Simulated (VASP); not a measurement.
# ZrH (P4_2/mmc) in VASP: notebook

The runs below take ZrH through single point, with PBEsol.

Everything below comes from runs of VASP 6.6.1. Logs are shortened: lines on timing, memory, paths and dates and some standing lists are left out, and cuts for length are marked.

### 1 The cell of the first run

Symmetry: P4_2/mmc, No. 131, tetragonal system. The conventional cell has a = 3.254 Å, b = 3.254 Å, c = 4.964 Å, α = 90.00°, β = 90.00°, γ = 90.00°. Zr (site symmetry mmm) has 4 H at 2.05 Å within 2.7 Å. H (site symmetry -4m2) has 4 Zr at 2.05 Å and 2 H at 2.48 Å within 2.7 Å.

### 2 Single point, PBEsol (13.14 Å³/atom)

INCAR

```
SYSTEM = ZrH
ALGO = Normal
EDIFF = 1E-6
ENCUT = 520
GGA = PS
ISIF = 2
ISMEAR = -1
LASPH = .True.
LCHARG = .True.
LELF = .True.
LREAL = .False.
LVHAR = .True.
LWAVE = .False.
NBANDS = 21
NELM = 100
PREC = Accurate
SIGMA = 0.02
```

KPOINTS

```
k-points
0
Gamma
  9 9 6
  0 0 0
```

POSCAR

```
ZrH
1.0
    3.2535651720      0.0000000000      0.0000000000
    0.0000000000      3.2535651720      0.0000000000
    0.0000000000      0.0000000000      4.9644386590
Zr H
2 2
Direct
    0.0000000000      0.5000000000      0.0000000000
    0.5000000000      0.0000000000      0.5000000000
    0.0000000000      0.0000000000      0.7500000000
    0.0000000000      0.0000000000      0.2500000000
```

Potentials or basis: VASP PAW PBE potentials, release 64 (Zr_sv, H).

On the command line:

```bash
$ cat potpaw_PBE.64/Zr_sv/POTCAR potpaw_PBE.64/H/POTCAR > POTCAR
$ mpirun -np 1 vasp_std > vasp.out
```

OUTCAR:

```text
SYSTEM = ZrH
   EDIFF = 1E-6
   ENCUT = 520
   GGA = PS
   ISIF = 2
   ISMEAR = -1
   LASPH = .True.
   LREAL = .False.
   NELM = 100
   PREC = Accurate

 ion  position               nearest neighbor table
   1  0.000  0.500  0.000-   3 2.05   4 2.05   3 2.05   4 2.05   2 3.38   2 3.38   2 3.38   2 3.38
                             2 3.38   2 3.38   2 3.38   2 3.38
   2  0.500  0.000  0.500-   3 2.05   4 2.05   3 2.05   4 2.05   1 3.38   1 3.38   1 3.38   1 3.38
                             1 3.38   1 3.38   1 3.38   1 3.38
   3  0.000  0.000  0.750-   1 2.05   2 2.05   1 2.05   2 2.05
   4  0.000  0.000  0.250-   1 2.05   2 2.05   1 2.05   2 2.05

  LATTYP: Found a simple tetragonal cell.
 ALAT       =     3.2535651720
 C/A-ratio  =     1.5258457712

  Lattice vectors:

 A1 = (   3.2535651720,   0.0000000000,   0.0000000000)
 A2 = (   0.0000000000,   3.2535651720,   0.0000000000)
 A3 = (   0.0000000000,   0.0000000000,   4.9644386590)

Analysis of symmetry for initial positions (statically):
=====================================================================
 Subroutine PRICEL returns:
 Original cell was already a primitive cell.

 Routine SETGRP: Setting up the symmetry group for a
 simple tetragonal supercell.

 Subroutine GETGRP returns: Found 16 space group operations
 (whereof  8 operations were pure point group operations)
 out of a pool of 16 trial point group operations.

The static configuration has the point symmetry D_2h.
 The point group associated with its full space group is D_4h.

Analysis of symmetry for dynamics (positions and initial velocities):
=====================================================================
 Subroutine PRICEL returns:
 Original cell was already a primitive cell.

 Routine SETGRP: Setting up the symmetry group for a
 simple tetragonal supercell.

 Subroutine GETGRP returns: Found 16 space group operations
 (whereof  8 operations were pure point group operations)
 out of a pool of 16 trial point group operations.

The dynamic configuration has the point symmetry D_2h.
 The point group associated with its full space group is D_4h.

 Subroutine INISYM returns: Found 16 space group operations
 (whereof  8 operations are pure point group operations),
 and found     1 'primitive' translations

----------------------------------------------------------------------------------------

                                     Primitive cell

  volume of cell :      52.5520

  direct lattice vectors                    reciprocal lattice vectors
     3.253565172  0.000000000  0.000000000     0.307355146  0.000000000  0.000000000
     0.000000000  3.253565172  0.000000000     0.000000000  0.307355146  0.000000000
     0.000000000  0.000000000  4.964438659     0.000000000  0.000000000  0.201432643

  length of vectors
     3.253565172  3.253565172  4.964438659     0.307355146  0.307355146  0.201432643

  position of ions in fractional coordinates (direct lattice)
     0.000000000  0.500000000  0.000000000
     0.500000000  0.000000000  0.500000000
     0.000000000  0.000000000  0.750000000
     0.000000000  0.000000000  0.250000000

  ion indices of the primitive-cell ions
   primitive index   ion index
                 1           1
                 2           2
                 3           3
                 4           4

----------------------------------------------------------------------------------------

 KPOINTS: k-points

Automatic generation of k-mesh.
 Grid dimensions read from file:
 generate k-points for:    9    9    6

 Generating k-lattice:

  Cartesian coordinates                     Fractional coordinates (reciprocal lattice)
     0.034150572  0.000000000  0.000000000     0.111111111  0.000000000  0.000000000
     0.000000000  0.034150572  0.000000000     0.000000000  0.111111111  0.000000000
     0.000000000  0.000000000  0.033572107     0.000000000  0.000000000  0.166666667

  Length of vectors
     0.034150572  0.034150572  0.033572107

  Shift w.r.t. Gamma in fractional coordinates (k-lattice)
     0.000000000  0.000000000  0.000000000

 Subroutine IBZKPT returns following result:
 ===========================================

 Found     60 irreducible k-points:

 Following reciprocal coordinates:
            Coordinates               Weight
  0.000000  0.000000  0.000000      1.000000
  0.111111  0.000000  0.000000      4.000000
  0.222222  0.000000  0.000000      4.000000
  0.333333  0.000000  0.000000      4.000000
  0.444444  0.000000  0.000000      4.000000
  0.111111  0.111111  0.000000      4.000000
[... 16 lines left out ...]
  0.333333  0.111111  0.166667     16.000000
  0.444444  0.111111  0.166667     16.000000
 [... further k-points ...]
   k-points           NKPTS =     60   k-points in BZ     NKDIM =     60   number of bands    NBANDS=     21
   number of dos      NEDOS =    301   number of ions     NIONS =      4
   total plane-waves  NPLWV =  23040
   dimension x,y,z NGX =    24 NGY =   24 NGZ =   40
   dimension x,y,z NGXF=    48 NGYF=   48 NGZF=   80
   ions per type =               2   2
   NGX,Y,Z   is equivalent  to a cutoff of  12.26, 12.26, 13.39 a.u.
   NGXF,Y,Z  is equivalent  to a cutoff of  24.53, 24.53, 26.79 a.u.
 SYSTEM =  ZrH
   PREC   = accura    normal or accurate (medium, high low for compatibility)
   ISTART =      0    job   : 0-new  1-cont  2-samecut
   ICHARG =      2    charge: 1-file 2-atom 10-const
   ISPIN  =      1    spin polarized calculation?
   LNONCOLLINEAR =      F non collinear calculations
   LSORBIT =      F    spin-orbit coupling
   LASPH  =      T    aspherical Exc in radial PAW
   ENCUT  =  520.0 eV  38.22 Ry    6.18 a.u.   6.05  6.05  9.23*2*pi/ulx,y,z
   NELM   =    100;   NELMIN=  2; NELMDL= -5     # of ELM steps
   EDIFF  = 0.1E-05   stopping-criterion for ELM
   LREAL  =      F    real-space projection
   EDIFFG = 0.1E-04   stopping-criterion for IOM
   NSW    =      0    number of steps for IOM
   IBRION =     -1    ionic relax: 0-MD 1-quasi-New 2-CG
   NFREE  =      0    steps in history (QN), initial steepest desc. (CG)
   ISIF   =      2    stress and relaxation
   ISYM   =      2    0-nonsym 1-usesym 2-fastsym
   POTIM  = 0.5000    time-step for ionic-motion
   TEBEG  =    0.0;   TEEND  =   0.0 temperature during run
   PSTRESS=    0.0 pullay stress
   NELECT =      26.0000    total number of electrons
   NUPDOWN=      -1.0000    fix difference up-down
   EMIN   =  10.00;   EMAX   =-10.00  energy-range for DOS
   EFERMI =   0.00;   METHOD = LEGACY
   ISMEAR =    -1;   SIGMA  =   0.02  broadening in eV -4-tet -1-fermi 0-gaus
   EFERMI_NEDOS =   21; number of points for ismear=-14 and -15
   IALGO  =     38    algorithm
   IMIX   =      4    mixing-type and parameters
     AMIX     =   0.40;   BMIX     =  1.00
     AMIX_MAG =   1.60;   BMIX_MAG =  1.00
  volume/ion in A,a.u.               =      13.14        88.66
  Fermi-wavevector in a.u.,A,eV,Ry     =   1.294801  2.446818 22.810284  1.676509
  Thomas-Fermi vector in A             =   2.426361
   LORBIT       =      0    0 simple, 1 ext, 2 COOP (PROOUT), +10 PAW based schemes
   GGA     = PS    functional components
   LHFCALC =     F    Hartree Fock is set to
   AEXX    =    0.0000 exact exchange contribution
   IVDW    =     0    specifies the selected vdW correction
   LEPSILON=     F    determine dielectric tensor
   LRPA    =     F    only Hartree local field effects (RPA)
 non-spin polarized calculation
  energy-cutoff  :      520.00
  volume of cell :       52.55
 maximum number of plane-waves:      1432
   NGX = 13   NGY = 13   NGZ = 19

 number of electron      25.9999998 magnetization

 Free energy of the ion-electron system (eV)
  ---------------------------------------------------
  ext. energy  EPLUGINS =         0.00000000
  ---------------------------------------------------
  free energy    TOTEN  =       -26.63184345 eV

  energy without entropy =      -26.62909859  energy(sigma->0) =      -26.63047102

 E-fermi :   8.0026     XC(G=0): -11.1179

 val. band max:        7.9938653893   @ k =   0.2222   0.0000   0.1667
 cond. band min:       8.0132964074   @ k =   0.1111   0.0000   0.5000
 fundamental gap:      0.0194310181
 Fermi energy:         8.0025604829

 k-point     1 :       0.0000    0.0000    0.0000
  band No.  band energies     occupation
      1     -40.8364      2.00000
      2     -40.7332      2.00000
      3     -19.2130      2.00000
      4     -18.7430      2.00000
      5     -18.7430      2.00000
      6     -18.5340      2.00000
[... 13 lines left out ...]
     20      12.6883      0.00000
     21      14.2003      0.00000

 k-point     2 :       0.1111    0.0000    0.0000
  band No.  band energies     occupation
      1     -40.8285      2.00000
      2     -40.7315      2.00000
      3     -19.1862      2.00000
      4     -18.8005      2.00000
      5     -18.7336      2.00000
      6     -18.5773      2.00000
[... 13 lines left out ...]
     20      12.6976      0.00000
     21      14.9867      0.00000

 k-point     3 :       0.2222    0.0000    0.0000
  band No.  band energies     occupation
      1     -40.8075      2.00000
      2     -40.7281      2.00000
      3     -19.1107      2.00000
      4     -18.9450      2.00000
      5     -18.7286      2.00000
      6     -18.7087      2.00000
[... 13 lines left out ...]
     20      13.3232      0.00000
     21      14.1218      0.00000
[... 457 lines left out ...]
 k-point    23 :       0.3333    0.1111    0.1667
  band No.  band energies     occupation
      1     -40.7704      2.00000
      2     -40.7279      2.00000
      3     -19.1590      2.00000
      4     -18.9750      2.00000
      5     -18.8749      2.00000
      6     -18.7206      2.00000
[... 13 lines left out ...]
     20      13.6118      0.00000
     21      14.6553      0.00000

 k-point    24 :       0.4444    0.1111    0.1667
  band No.  band energies     occupation
      1     -40.7478      2.00000
      2     -40.7323      2.00000
      3     -19.2531      2.00000
      4     -19.0432      2.00000
      5     -18.8156      2.00000
      6     -18.7148      2.00000
[... 13 lines left out ...]
     20      13.5601      0.00000
     21      15.2694      0.00000

 [... further k-points ...]

------------------------ aborting loop because EDIFF is reached ----------------------------------------

  FORCE on cell =-STRESS in cart. coord.  units (eV):
  Direction    XX          YY          ZZ          XY          YZ          ZX
  --------------------------------------------------------------------------------------
  -------------------------------------------------------------------------------------
  Total       -1.3538694     -1.3538694     -0.8847406      0.0000000      0.0000000      0.0000000
  in kB      -41.2760551    -41.2760551    -26.9735029      0.0000000      0.0000000      0.0000000
  external PRESSURE =     -36.5085377 kB  Pullay stress =       0.0000000 kB

 VOLUME and BASIS-vectors are now :
 -----------------------------------------------------------------------------
  energy-cutoff  :      520.00
  volume of cell :       52.55
      direct lattice vectors                 reciprocal lattice vectors
     3.253565172  0.000000000  0.000000000     0.307355146  0.000000000  0.000000000
     0.000000000  3.253565172  0.000000000     0.000000000  0.307355146  0.000000000
     0.000000000  0.000000000  4.964438659     0.000000000  0.000000000  0.201432643

 POSITION                                       TOTAL-FORCE (eV/Angst)
 -----------------------------------------------------------------------------------
      0.00000      1.62678      0.00000        -0.000000      0.000000      0.000000
      1.62678      0.00000      2.48222        -0.000000      0.000000      0.000000
      0.00000      0.00000      3.72333        -0.000000      0.000000     -0.000000
      0.00000      0.00000      1.24111         0.000000     -0.000000      0.000000
 -----------------------------------------------------------------------------------
    total drift:                                0.000000      0.000000     -0.000000

  FREE ENERGIE OF THE ION-ELECTRON SYSTEM (eV)
  ---------------------------------------------------
  free  energy   TOTEN  =       -26.6318434489 eV

  energy  without entropy=      -26.6290985866  energy(sigma->0) =      -26.63047102
```

Wall time 29 s (1 thread of AMD EPYC 9R14 (Zen 4), shared host); peak memory 0.16 GiB.

Results:

```yaml
Free_energy: -26.6318 eV
Pressure: -3.7 GPa
Band_gap_on_the_k_mesh: zero (bands 13 and 14 overlap by 1.02 eV)
```

Stress tensor (GPa, compression positive):
```
-4.13  0.00  0.00
 0.00 -4.13  0.00
 0.00  0.00 -2.70
```

Caveat: the cell stands under tension; the PAW data sets were made with another functional, which shifts forces and pressure a little.

### 3 Single point, PBEsol (13.53 Å³/atom)

This run uses another cell than the first one, of 13.53 Å³/atom.

INCAR

```
SYSTEM = ZrH
PREC = Accurate ; ENCUT = 520
EDIFF = 1E-7 ; ISMEAR = -1
SIGMA = 0.02 ; LREAL = .FALSE.
LASPH = .TRUE. ; NELM = 60
ALGO = Normal ; ISIF = 2
LWAVE = .FALSE. ; LCHARG = .FALSE.
GGA = PS ; NBANDS = 21
```

KPOINTS

```
regular mesh
0
G
  9 9 6
  0 0 0
```

POSCAR

```
ZrH
1.0
    3.2854649040      0.0000000000      0.0000000000
    0.0000000000      3.2854649040      0.0000000000
    0.0000000000      0.0000000000      5.0131127301
Zr H
2 2
Direct
    0.0000000000      0.5000000000      0.0000000000
    0.5000000000      0.0000000000      0.5000000000
    0.0000000000      0.0000000000      0.7500000000
    0.0000000000      0.0000000000      0.2500000000
```

Potentials or basis: VASP PAW PBE potentials, release 64 (Zr_sv, H).

On the command line:

```bash
$ cat potpaw_PBE.64/Zr_sv/POTCAR potpaw_PBE.64/H/POTCAR > POTCAR
$ mpirun -np 1 vasp_std > vasp.out
```

Run time: 34 s. Hardware: 1 thread of AMD EPYC 9R14 (Zen 4), shared host; peak memory 0.17 GiB.

The run converged. Its results:

```yaml
Free_energy: -26.5826 eV
Pressure: -6.7 GPa
Band_gap_on_the_k_mesh: zero (bands 13 and 14 overlap by 0.99 eV)
```

Stress tensor (GPa, compression positive):
```
-7.03  0.00  0.00
 0.00 -7.03  0.00
 0.00  0.00 -5.98
```

Levels at points of the mesh, in eV from the Fermi level:
| k point | band 9 | band 10 | band 11 | band 12 | band 13 | band 14 | band 15 | band 16 | band 17 | band 18 |
| --- | --- | --- | --- | --- | --- | --- | --- | --- | --- | --- |
| (0.00, 0.00, 0.00) | -8.34 | -3.48 | -2.89 | -2.77 | 0.05 | 0.65 | 0.65 | 2.20 | 3.19 | 4.32 |
| (0.00, 0.00, 0.50) | -6.61 | -6.61 | -1.65 | -1.65 | 0.05 | 0.05 | 1.69 | 1.69 | 2.28 | 2.28 |

Caveat: the cell stands under tension; the PAW data sets were made with another functional, which shifts forces and pressure a little.

The gap in the log of VASP goes by the Fermi energy; the results here count the filled bands.